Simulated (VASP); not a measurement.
Write the native input for VASP 6.6.1 that does the following.

* Task: single point
* Functional: PBE
* Potentials or basis: VASP PAW PBE potentials, release 64 (Zr_sv)
* Cutoff: 520 eV
* k mesh: 14 × 14 × 14
* Occupations: fermi-dirac, width 0.1 eV
* Spin: no spin polarisation
* Dipole correction: no
* Further INCAR settings: ALGO = Normal; EDIFF = 1e-06; NBANDS = 12

The structure of Zr lies in POSCAR:

```
Zr
1.0
   -1.7148853263      1.7148853263      1.7148853263
    1.7148853263     -1.7148853263      1.7148853263
    1.7148853263      1.7148853263     -1.7148853263
Zr
1
Direct
    0.0000000000      0.0000000000      0.0000000000
```

This cell differs from its parent crystal: volume scaled by 0.88.

These files were run (other wordings do the same):

INCAR

```
  PREC = Accurate
  ENCUT = 520
  EDIFF = 1E-6
  ISMEAR = -1
  SIGMA = 0.1
  LREAL = F
  LASPH = T
  NELM = 100
  ALGO = Normal
  ISIF = 2
  LWAVE = F
  LCHARG = T
  GGA = PE
  LELF = T
  LVHAR = T
  NBANDS = 12
```

KPOINTS

```
Automatic mesh
0
Gamma
  14 14 14
```

Potentials or basis: VASP PAW PBE potentials, release 64 (Zr_sv).

Run with:

```console
$ cat potpaw_PBE.64/Zr_sv/POTCAR > POTCAR
$ mpirun -np 1 vasp_std > vasp.out
```

Results of the run:

* Pressure: 13.5 GPa
* Band gap on the k mesh: zero (band 6 reaches 11.56 eV, above the bottom of band 7 at 9.68 eV)

Run time: 19 s on 1 thread of AMD EPYC 7R13 Processor (Zen 3), on a shared host, peak memory 0.12 GiB.
